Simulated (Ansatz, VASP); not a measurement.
Re in VASP and in Ansatz

Contents of INCAR:

```
PREC = Accurate
ENCUT = 500
EDIFF = 1E-6
ISMEAR = -1
SIGMA = 0.1
LREAL = False
LASPH = True
NELM = 120
ALGO = Normal
ISIF = 2
LWAVE = False
LCHARG = False
GGA = CA
NBANDS = 22
GGA_COMPAT = False
```

KPOINTS

```
Automatic mesh
0
Gamma
  14 14 8
```

POSCAR

```
Re
1.0
    2.7381459522      0.0000000000      0.0000000000
   -1.3690729761      2.3713039539      0.0000000000
    0.0000000000      0.0000000000      4.4169120289
Re
2
Direct
    0.3333333333      0.6666666667      0.2500000000
    0.6666666667      0.3333333333      0.7500000000
```

Input for Ansatz:

```yaml
crystal:
  lattice:
    - [2.7381459522, 0.0, 0.0]
    - [-1.3690729761, 2.37130395387, 0.0]
    - [0.0, 0.0, 4.41691202893]
  atoms:
    - { symbol: Re, position: [0.333333333333, 0.666666666667, 0.25] }
    - { symbol: Re, position: [0.666666666667, 0.333333333333, 0.75] }
kpoints:
  mp_grid: { grid: [14, 14, 8] }
scf:
  occupations: { method: fermi_dirac, width: 0.1 }
hamiltonian:
  xc: lda
  pseudopotentials: { kind: paw }
output:
  forces: true
  stress: true
  eigenvalues: true
  eigenstates:
    nscf_kmesh: { grid: [24, 24, 12] }
    de_dk: true
    e_range: [-14, 14]
  optics:
    e_range: [0, 25]
    de: 0.2
    sigma: 0.15
    bands: { spectra_wanted_up_to: 25 }
    nscf_kmesh: { grid: [24, 24, 12] }
    drude_damping: 0.2
checkpoint:
  write: ck
  write_wavefunctions: false
```

Alike in both runs: task single point; functional LDA; k mesh 14 × 14 × 8; occupations fermi-dirac, width 0.1 eV; no spin polarisation.

|  | VASP | Ansatz |
| --- | --- | --- |
| version | VASP 6.6.1 | Ansatz 0.2.0 |
| potentials or method | VASP PAW LDA potentials, release 64 (Re_sv_GW) | PAW with Ansatz's default frozen-core files, scalar-relativistic |
| plane-wave cutoff (eV) | 500 | 420 |
| valence electrons in the cell | 30 | 30 |

Ansatz gave:

* pressure (GPa): 0.0
* traceless stress, the component that is largest in VASP (GPa): -0.01

Q: What did VASP give for the same quantities?

A: Pressure (GPa): -0.9; traceless stress, the component that is largest in VASP (GPa): -0.09.

LDA's correlation is that of Perdew and Zunger in VASP and of Perdew and Wang (1992) in Ansatz. Ansatz's warnings: optics on partly filled bands.

Neither program's run includes spin-orbit coupling.
